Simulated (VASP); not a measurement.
Crystal: Cu.

```
Cu
1.0
     0.00000    1.80750    1.80750
     1.80750    0.00000    1.80750
     1.80750    1.80750    0.00000
Cu
1
Direct
  0.00000 0.00000 0.00000
```

* Program: VASP 6.6.1
* Task: relaxation of volume and atoms at fixed shape
* Functional: PBEsol
* Potentials or basis: VASP PAW PBE potentials, release 64 (Cu)
* Cutoff: 600 eV
* k mesh: 8 × 8 × 8
* Occupations: methfessel-paxton, width 0.05 eV
* Spin: no spin polarisation

At the start: pressure -4.9 GPa; volume 11.81 Å³/atom.

Q: Where does the relaxation end?

A: Over 3 steps the energy falls by 6.0 meV/atom and the volume is 11.43 Å³/atom (-3.2 %); space group Fm-3m (No. 225, to 0.05 Å).

Step by step:
| step | energy change (eV) | largest force (eV/Å) | pressure (GPa) | volume (Å³) |
| --- | --- | --- | --- | --- |
| 1 | 0.0000 | 0.0000 | -4.88 | 11.81 |
| 2 | -0.0037 | 0.0000 | 3.38 | 11.21 |
| 3 | -0.0060 | 0.0000 | -0.03 | 11.43 |

Final structure:
```xyz
1
Lattice="0.0000 1.7878 1.7878 1.7878 0.0000 1.7878 1.7878 1.7878 0.0000" Properties=species:S:1:pos:R:3 pbc="T T T"
Cu    0.0000    0.0000    0.0000
```

Caveat: the k points lie up to 0.38 Å⁻¹ apart in the final cell; the PAW data sets were made with another functional, which shifts forces and pressure a little.
